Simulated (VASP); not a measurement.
# InGa3AsP (P-6m2) in VASP: a series of runs

InGa3AsP is run at these levels: PBE; tasks: single point, relaxation of cell and atoms.

All numbers are computed with VASP 6.6.1; they aren't measurements. Logs are shortened: lines on timing, memory, paths and dates and some standing lists are left out, and cuts for length are marked.

## Step 1: The cell of the first run

It takes space group P-6m2 (No. 187, hexagonal). The conventional cell has a = 6.421 Å, b = 6.421 Å, c = 3.755 Å, α = 90.00°, β = 90.00°, γ = 120.00°. In (site symmetry -6m2) has 3 As at 3.71 Å and 3 P at 3.71 Å and 12 Ga at 3.72 Å and 2 In at 3.75 Å within 4.9 Å. Within 3.4 Å of Ga (site symmetry mm2) lie 2 P at 2.59 Å and 2 As at 2.68 Å and 4 Ga at 3.10 to 3.32 Å. Within 3.4 Å of P (site symmetry -6m2) lie 6 Ga at 2.59 Å. Within 3.5 Å of As (site symmetry -6m2) lie 6 Ga at 2.68 Å.

The cell was generated, and may not be a known phase.

## Step 2: Single point, PBE

INCAR reads:

```
PREC = Accurate ; ENCUT = 520
EDIFF = 1E-6 ; ISMEAR = 0
SIGMA = 0.1 ; LREAL = F
LASPH = T ; NELM = 100
ALGO = Normal ; ISIF = 2
LWAVE = F ; LCHARG = F
GGA = PE ; NBANDS = 40
```

KPOINTS reads:

```
regular mesh
0
Gamma
  6 6 10
```

POSCAR reads:

```
InGa3AsP
1.0
    6.4207092012      0.0000000000      0.0000000000
   -3.2103546006      5.5604972785      0.0000000000
    0.0000000000      0.0000000000      3.7547307492
In Ga P As
1 3 1 1
Direct
    0.6666666667      0.3333333333      0.0000000000
    0.6778327941      0.8389163970      0.5000000000
    0.1610836030      0.8389163970      0.5000000000
    0.1610836030      0.3221672059      0.5000000000
    0.0000000000      0.0000000000      0.0000000000
    0.3333333333      0.6666666667      0.0000000000
```

Potentials or basis: VASP PAW PBE potentials, release 64 (In_d, Ga_d, P, As).

Run with:

```
cat potpaw_PBE.64/In_d/POTCAR potpaw_PBE.64/Ga_d/POTCAR potpaw_PBE.64/P/POTCAR potpaw_PBE.64/As/POTCAR > POTCAR
mpirun -np 1 vasp_std > vasp.out
```

OUTCAR:

```text
PREC = Accurate
   ENCUT = 520
   EDIFF = 1E-6
   ISMEAR = 0
   LREAL = F
   LASPH = T
   NELM = 100
   ISIF = 2
   GGA = PE

 ion  position               nearest neighbor table
   1  0.667  0.333  0.000-
   2  0.678  0.839  0.500-   5 2.59   5 2.59   6 2.68   6 2.68
   3  0.161  0.839  0.500-   5 2.59   5 2.59   6 2.68   6 2.68
   4  0.161  0.322  0.500-   5 2.59   5 2.59   6 2.68   6 2.68
   5  0.000  0.000  0.000-   4 2.59   4 2.59   2 2.59   2 2.59   3 2.59   3 2.59
   6  0.333  0.667  0.000-   3 2.68   3 2.68   4 2.68   4 2.68   2 2.68   2 2.68

  LATTYP: Found a hexagonal cell.
 ALAT       =     6.4207092012
 C/A-ratio  =     0.5847844267

  Lattice vectors:

 A1 = (   6.4207092012,   0.0000000000,   0.0000000000)
 A2 = (  -3.2103546006,   5.5604972785,   0.0000000000)
 A3 = (   0.0000000000,   0.0000000000,   3.7547307492)

Analysis of symmetry for initial positions (statically):
=====================================================================
 Subroutine PRICEL returns:
 Original cell was already a primitive cell.

 Routine SETGRP: Setting up the symmetry group for a
 hexagonal supercell.

 Subroutine GETGRP returns: Found 12 space group operations
 (whereof 12 operations were pure point group operations)
 out of a pool of 24 trial point group operations.

The static configuration has the point symmetry D_3h.

Analysis of symmetry for dynamics (positions and initial velocities):
=====================================================================
 Subroutine PRICEL returns:
 Original cell was already a primitive cell.

 Routine SETGRP: Setting up the symmetry group for a
 hexagonal supercell.

 Subroutine GETGRP returns: Found 12 space group operations
 (whereof 12 operations were pure point group operations)
 out of a pool of 24 trial point group operations.

The dynamic configuration has the point symmetry D_3h.

 Subroutine INISYM returns: Found 12 space group operations
 (whereof 12 operations are pure point group operations),
 and found     1 'primitive' translations

----------------------------------------------------------------------------------------

                                     Primitive cell

  volume of cell :     134.0527

  direct lattice vectors                    reciprocal lattice vectors
     6.420709201  0.000000000  0.000000000     0.155746035  0.089920015  0.000000000
[... 96 lines left out ...]
   EDIFFG = 0.1E-04   stopping-criterion for IOM
   NSW    =      0    number of steps for IOM
   IBRION =     -1    ionic relax: 0-MD 1-quasi-New 2-CG
   NFREE  =      0    steps in history (QN), initial steepest desc. (CG)
   ISIF   =      2    stress and relaxation
   ISYM   =      2    0-nonsym 1-usesym 2-fastsym
   POTIM  = 0.5000    time-step for ionic-motion
   TEBEG  =    0.0;   TEEND  =   0.0 temperature during run
   PSTRESS=    0.0 pullay stress
   NELECT =      62.0000    total number of electrons
   NUPDOWN=      -1.0000    fix difference up-down
   EMIN   =  10.00;   EMAX   =-10.00  energy-range for DOS
   EFERMI =   0.00;   METHOD = LEGACY
   ISMEAR =     0;   SIGMA  =   0.10  broadening in eV -4-tet -1-fermi 0-gaus
   EFERMI_NEDOS =   21; number of points for ismear=-14 and -15
   IALGO  =     38    algorithm
   IMIX   =      4    mixing-type and parameters
     AMIX     =   0.40;   BMIX     =  1.00
     AMIX_MAG =   1.60;   BMIX_MAG =  1.00
  volume/ion in A,a.u.               =      22.34       150.77
  Fermi-wavevector in a.u.,A,eV,Ry     =   1.266039  2.392466 21.808146  1.602854
  Thomas-Fermi vector in A             =   2.399260
   LORBIT       =      0    0 simple, 1 ext, 2 COOP (PROOUT), +10 PAW based schemes
   GGA     = PE    functional components
   LHFCALC =     F    Hartree Fock is set to
   AEXX    =    0.0000 exact exchange contribution
   IVDW    =     0    specifies the selected vdW correction
   LEPSILON=     F    determine dielectric tensor
   LRPA    =     F    only Hartree local field effects (RPA)
 non-spin polarized calculation
 Gauss-broadening in eV      SIGMA  =   0.10
  energy-cutoff  :      520.00
  volume of cell :      134.05
 maximum number of plane-waves:      3651
 NGX is ok and might be reduce to    48
   NGX = 23   NGY = 23   NGZ = 13

 number of electron      62.0000024 magnetization

 Free energy of the ion-electron system (eV)
  ---------------------------------------------------
  ext. energy  EPLUGINS =         0.00000000
  ---------------------------------------------------
  free energy    TOTEN  =       -20.62720113 eV

  energy without entropy =      -20.61975169  energy(sigma->0) =      -20.62347641

 E-fermi :   5.3644     XC(G=0): -10.0523

 val. band max:        5.3492447720   @ k =   0.1667  -0.0000   0.2000
 cond. band min:       5.4436021782   @ k =   0.3333   0.0000   0.0000
 fundamental gap:      0.0943574061
 Fermi energy:         5.3644342215

 k-point     1 :       0.0000    0.0000    0.0000
  band No.  band energies     occupation
      1      -9.8496      2.00000
      2      -9.7304      2.00000
      3      -9.7304      2.00000
      4      -9.7259      2.00000
      5      -9.6910      2.00000
      6      -9.6799      2.00000
[... 1021 lines left out ...]
     39      10.0029      0.00000
     40      10.9807      0.00000

 [... further k-points ...]

------------------------ aborting loop because EDIFF is reached ----------------------------------------

  FORCE on cell =-STRESS in cart. coord.  units (eV):
  Direction    XX          YY          ZZ          XY          YZ          ZX
  --------------------------------------------------------------------------------------
  -------------------------------------------------------------------------------------
  Total        0.0180501      0.0180501      0.0743943      0.0000000      0.0000000      0.0000000
  in kB        0.2157322      0.2157322      0.8891496      0.0000000      0.0000000      0.0000000
  external PRESSURE =       0.4402047 kB  Pullay stress =       0.0000000 kB

 VOLUME and BASIS-vectors are now :
 -----------------------------------------------------------------------------
  energy-cutoff  :      520.00
  volume of cell :      134.05
      direct lattice vectors                 reciprocal lattice vectors
     6.420709201  0.000000000  0.000000000     0.155746035  0.089920015  0.000000000
    -3.210354601  5.560497278  0.000000000     0.000000000  0.179840030  0.000000000
     0.000000000  0.000000000  3.754730749     0.000000000  0.000000000  0.266330682

 POSITION                                       TOTAL-FORCE (eV/Angst)
 -----------------------------------------------------------------------------------
      3.21035      1.85350      0.00000        -0.000000      0.000000     -0.000000
      1.65895      4.66479      1.87737        -0.000175     -0.000101     -0.000000
     -1.65895      4.66479      1.87737         0.000175     -0.000101     -0.000000
      0.00000      1.79141      1.87737        -0.000000      0.000202      0.000000
      0.00000      0.00000      0.00000        -0.000000      0.000000     -0.000000
     -0.00000      3.70700      0.00000        -0.000000     -0.000000     -0.000000
 -----------------------------------------------------------------------------------
    total drift:                               -0.000000      0.000000      0.000000

  FREE ENERGIE OF THE ION-ELECTRON SYSTEM (eV)
  ---------------------------------------------------
  free  energy   TOTEN  =       -20.6272011330 eV

  energy  without entropy=      -20.6197516929  energy(sigma->0) =      -20.62347641
```

OSZICAR:

```text
N       E                     dE             d eps       ncg     rms          rms(c)
DAV:   1     0.540530867678E+03    0.54053E+03   -0.28785E+04  3504   0.235E+03
DAV:   2     0.647864674343E+02   -0.47574E+03   -0.45808E+03  3424   0.599E+02
DAV:   3    -0.167448354533E+02   -0.81531E+02   -0.78552E+02  3904   0.189E+02
DAV:   4    -0.212431057453E+02   -0.44983E+01   -0.44589E+01  4120   0.438E+01
DAV:   5    -0.213766349729E+02   -0.13353E+00   -0.13338E+00  4472   0.805E+00    0.531E+00
DAV:   6    -0.206429489448E+02    0.73369E+00   -0.13220E+00  4440   0.933E+00    0.295E+00
DAV:   7    -0.206355975490E+02    0.73514E-02   -0.52145E-01  3976   0.288E+00    0.131E+00
DAV:   8    -0.206288646969E+02    0.67329E-02   -0.62929E-02  4080   0.183E+00    0.637E-01
DAV:   9    -0.206272708498E+02    0.15938E-02   -0.13958E-02  4304   0.896E-01    0.210E-01
DAV:  10    -0.206271710170E+02    0.99833E-04   -0.24339E-03  4232   0.394E-01    0.161E-01
DAV:  11    -0.206271986771E+02   -0.27660E-04   -0.42692E-04  5368   0.112E-01    0.399E-02
DAV:  12    -0.206272016330E+02   -0.29560E-05   -0.35530E-05  4056   0.359E-02    0.140E-02
DAV:  13    -0.206272011330E+02    0.49999E-06   -0.83559E-06  4040   0.232E-02
   1 F= -.20627201E+02 E0= -.20623476E+02  d E =-.744944E-02
```

stdout:

```text
POSCAR found type information on POSCAR InGaP As
 POSCAR found :  4 types and       6 ions
 scaLAPACK will be used
 LDA part: xc-table for (Slater+PW92), standard interpolation
 POSCAR, INCAR and KPOINTS ok, starting setup
 FFT: planning ... GRIDC
 FFT: planning ... GRID_SOFT
 FFT: planning ... GRID
 WAVECAR not read
 entering main loop
```

It took 6 min on 1 thread of Intel Xeon 8259CL, shared host; peak memory 0.36 GiB.

Results:

```yaml
Free_energy: -20.6272 eV
Pressure: 0.0 GPa
Band_gap_on_the_k_mesh: zero (bands 31 and 32 overlap by 2.20 eV)
```

Caveat: spin-orbit coupling is left out, which moves the levels of the heavy elements.

## Step 3: Relaxation of cell and atoms, PBE

This run uses another cell than the first one, of 21.93 Å³/atom.

INCAR reads:

```
ALGO = Normal
EDIFF = 1E-6
EDIFFG = -0.01
ENCUT = 600
GGA = PE
IBRION = 2
ISIF = 3
ISMEAR = 0
LASPH = True
LCHARG = False
LREAL = False
LWAVE = False
NELM = 80
NSW = 100
PREC = Accurate
SIGMA = 0.1
```

KPOINTS reads:

```
k-points
0
Gamma
  6 6 10
```

POSCAR reads:

```
InGa3AsP
1.0
    6.2526572992      0.0000000000      0.0000000000
   -3.1263286496      5.4149600622      0.0000000000
    0.0000000000      0.0000000000      3.8866404544
In Ga P As
1 3 1 1
Direct
    0.6666666667      0.3333333333      0.0000000000
    0.6772552236      0.8386276118      0.5000000000
    0.1613723882      0.8386276118      0.5000000000
    0.1613723882      0.3227447764      0.5000000000
    0.0000000000      0.0000000000      0.0000000000
    0.3333333333      0.6666666667      0.0000000000
```

Potentials or basis: VASP PAW PBE potentials, release 64 (In_d, Ga_d, P, As).

Run with:

```
cat potpaw_PBE.64/In_d/POTCAR potpaw_PBE.64/Ga_d/POTCAR potpaw_PBE.64/P/POTCAR potpaw_PBE.64/As/POTCAR > POTCAR
mpirun -np 1 vasp_std > vasp.out
```

Wall time 31 min (1 thread of Intel Xeon 8259CL, shared host); peak memory 0.43 GiB.

The run converged. Its results:

```
Free energy                           : -20.6265 eV
Relaxed volume                        : 22.36 Å³/atom
Relaxed cell                          : a = 6.417 Å, b = 6.417 Å, c = 3.761 Å, α = 90.00°, β = 90.00°, γ = 120.00°
Space group after relaxing (to 0.1 Å) : P-6m2 (No. 187)
Energy gained by relaxing             : 8.0 meV/atom
Ionic steps                           : 8
Pressure after relaxing               : 0.0 GPa
Largest force after relaxing          : 0.006 eV/Å
Band gap on the k mesh                : zero (bands 31 and 32 overlap by 2.20 eV)
```

Forces in eV/Å, atoms in the order of the input:
```
In   0.000  0.000  0.000
Ga  -0.005 -0.003  0.000
Ga   0.005 -0.003  0.000
Ga   0.000  0.006  0.000
P    0.000  0.000  0.000
As   0.000  0.000  0.000
```

The path:
```tsv
step	energy change (eV)	largest force (eV/Å)	pressure (GPa)	volume (Å³)
1	0.0000	0.0501	0.36	131.59
2	-0.0259	0.0155	0.22	132.52
3	-0.0466	0.0532	-0.12	134.79
4	-0.0475	0.0409	-0.07	134.41
5	-0.0475	0.0386	-0.04	134.36
6	-0.0478	0.0157	0.07	134.21
7	-0.0478	0.0125	0.01	134.19
8	-0.0479	0.0061	0.04	134.15
```

Final structure:
```yaml
crystal:
  lattice:
    - [6.41728, 0.00000, 0.00000]
    - [-3.20864, 5.55752, 0.00000]
    - [0.00000, 0.00000, 3.76140]
  atoms:
    - { symbol: In, position: [0.66667, 0.33333, 0.00000] }
    - { symbol: Ga, position: [0.67796, 0.83898, 0.50000] }
    - { symbol: Ga, position: [0.16102, 0.83898, 0.50000] }
    - { symbol: Ga, position: [0.16102, 0.32204, 0.50000] }
    - { symbol: P, position: [0.00000, 0.00000, 0.00000] }
    - { symbol: As, position: [0.33333, 0.66667, 0.00000] }
```

Levels at points of the mesh, in eV from the Fermi level:
| k point | band 27 | band 28 | band 29 | band 30 | band 31 | band 32 | band 33 | band 34 | band 35 | band 36 |
| --- | --- | --- | --- | --- | --- | --- | --- | --- | --- | --- |
| (0.00, 0.00, 0.00) | -3.90 | -2.82 | -1.90 | -0.43 | 1.14 | 1.14 | 1.67 | 3.07 | 3.07 | 3.39 |
| (0.50, 0.00, 0.00) | -2.33 | -2.21 | -1.36 | -0.67 | -0.58 | -0.17 | 1.56 | 1.92 | 2.90 | 3.29 |
| (0.00, 0.00, 0.50) | -4.14 | -4.14 | -3.54 | -1.56 | -1.56 | -0.67 | -0.67 | -0.63 | 3.20 | 3.20 |
| (0.50, 0.00, 0.50) | -4.40 | -3.11 | -2.03 | -1.68 | -0.49 | -0.11 | -0.01 | 1.56 | 2.06 | 2.20 |

Caveat: spin-orbit coupling is left out, which moves the levels of the heavy elements.

The gap in the log of VASP goes by the Fermi energy; the results here count the filled bands.